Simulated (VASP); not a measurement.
Write the native input for VASP 6.6.1 that does the following.

```yaml
Task: single point
Functional: PBE
Potentials_or_basis: VASP PAW PBE potentials, release 64 (Ta_pv, N)
Cutoff: 520 eV
k_mesh: 6 × 6 × 10
Occupations: gaussian, width 0.05 eV
Spin: no spin polarisation
Dipole_correction: no
Further_INCAR_settings: ALGO = Normal; EDIFF = 1e-06; NBANDS = 33
```

The structure of TaN lies in POSCAR:

```
TaN
1.0
    4.9172694192      0.0000000000      0.0000000000
   -2.4586347096      4.2584802343      0.0000000000
    0.0000000000      0.0000000000      2.7546560337
Ta N
3 3
Direct
    0.0000000000      0.0000000000      0.0000000000
    0.3333333333      0.6666666667      0.5000000000
    0.6666666667      0.3333333333      0.5000000000
    0.5000000000      0.0000000000      0.0000000000
    0.5000000000      0.5000000000      0.0000000000
    0.0000000000      0.5000000000      0.0000000000
```

These files were run (other wordings do the same):

INCAR

```
PREC = Accurate ; ENCUT = 520
EDIFF = 1E-6 ; ISMEAR = 0
SIGMA = 0.05 ; LREAL = F
LASPH = T ; NELM = 100
ALGO = Normal ; ISIF = 2
LWAVE = F ; LCHARG = F
GGA = PE ; NBANDS = 33
```

KPOINTS

```
Automatic mesh
0
Gamma
  6 6 10
```

Potentials or basis: VASP PAW PBE potentials, release 64 (Ta_pv, N).

Launch:

```sh
$ cat potpaw_PBE.64/Ta_pv/POTCAR potpaw_PBE.64/N/POTCAR > POTCAR
$ mpirun -np 1 vasp_std > vasp.out
```

Results of the run:

```yaml
Pressure: 89.3 GPa
Band_gap_on_the_k_mesh: zero (bands 24 and 25 overlap by 2.74 eV)
```

Caveat: the cell stands under pressure; spin-orbit coupling is left out, which moves the levels of the heavy elements.

It took 96 s on 1 thread of Intel Xeon 8259CL, on a shared host, peak memory 0.22 GiB.
